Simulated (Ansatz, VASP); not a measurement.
LaBIr in VASP and in Ansatz

File POSCAR:

```
LaBIr
1.0
    4.0096580000      0.0000000000      0.0000000000
    0.0000000000      4.0096580000      0.0000000000
    0.0000000000      0.0000000000      6.7395760000
B La Ir
2 2 2
Direct
    0.2500000000      0.2500000000      0.1750000000
    0.7500000000      0.7500000000      0.8250000000
    0.2500000000      0.2500000000      0.6790000000
    0.7500000000      0.7500000000      0.3210000000
    0.7500000000      0.2500000000      0.0000000000
    0.2500000000      0.7500000000      0.0000000000
```

Contents of INCAR.step1:

```
SYSTEM = LaBIr
ALGO = Normal
EDIFF = 1E-5
ENCUT = 520
GGA = PE
ISIF = 2
ISMEAR = 1
LASPH = .TRUE.
LCHARG = .FALSE.
LREAL = .FALSE.
LWAVE = .TRUE.
NBANDS = 32
NELM = 100
PREC = Accurate
SIGMA = 0.0112
```

INCAR.step2

```
SYSTEM = LaBIr
AEXX = 0.25
ALGO = Normal
EDIFF = 1E-7
ENCUT = 520
GGA = PE
ISIF = 2
ISMEAR = 1
ISTART = 1
LASPH = .TRUE.
LCHARG = .FALSE.
LHFCALC = .TRUE.
LREAL = .FALSE.
LWAVE = .FALSE.
NBANDS = 32
NELM = 100
PREC = Accurate
PRECFOCK = Fast
SIGMA = 0.0112
```

Contents of KPOINTS:

```
k-points
0
G
  3 3 2
  0 0 0
```

Input for Ansatz:

```yaml
crystal:
  lattice:
    - [4.009658, 0.0, 0.0]
    - [0.0, 4.009658, 0.0]
    - [0.0, 0.0, 6.739576]
  atoms:
    - { symbol: B, position: [0.25, 0.25, 0.175] }
    - { symbol: B, position: [0.75, 0.75, 0.825] }
    - { symbol: La, position: [0.25, 0.25, 0.679] }
    - { symbol: La, position: [0.75, 0.75, 0.321] }
    - { symbol: Ir, position: [0.75, 0.25, 0.0] }
    - { symbol: Ir, position: [0.25, 0.75, 0.0] }
  symmetry: { tolerance: 0.0003 }
kpoints:
  mp_grid: { grid: [3, 3, 2], shift: [0, 0, 0] }
magnetization:
  spin_polarized: false
scf:
  occupations: { method: cold, width: 0.0112 }
hamiltonian:
  pseudopotentials: { kind: paw }
  xc: pbe0
basis:
  ecutwfc: 420
  fft_grid_basis: typed
output:
  forces: true
  stress: true
  eigenvalues: true
  bader: true
  populations: true
  elf: true
  write_potential: true
  volumetric_format: npy
  dos:
    e_range: [-12, 8]
    de: 0.05
    projected: { site_lists: { B: [B], Ir: [Ir], La: [La] } }
    method: { smearing: { sigma: 0.1, scheme: gaussian } }
```

Alike in both runs: task single point; functional PBE0; k mesh 3 × 3 × 2; no spin polarisation.

|  | VASP | Ansatz |
| --- | --- | --- |
| version | VASP 6.6.1 | Ansatz 0.2.0 |
| potentials or method | VASP PAW PBE potentials, release 64 (B, La, Ir), cutoff 520 eV | PAW plane waves |
| occupations | methfessel-paxton of order 1, width 0.0112 eV | cold, width 0.0112 eV |
| valence electrons in the cell | 46 | 62 |

```csv
,VASP,Ansatz,Ansatz less VASP
pressure (GPa),-2.1,-2.2,-0.13
"traceless stress, the component that is largest in VASP (GPa)",6.93,7.13,+0.197
rms of the force components (eV/Å),0.504,0.521,+0.0170
```

Atom by atom the forces differ by 0.024 eV/Å (rms over components). VASP's potentials hold 46 valence electrons a cell and Ansatz's 62, so a difference there can come from the potentials and not from the codes. Ansatz's warnings: filled band counts differ across k points, stress exchange threshold loose, stress scf threshold loose.

The k mesh is coarse, so the values compare programs but aren't converged. Spin-orbit coupling is off throughout.
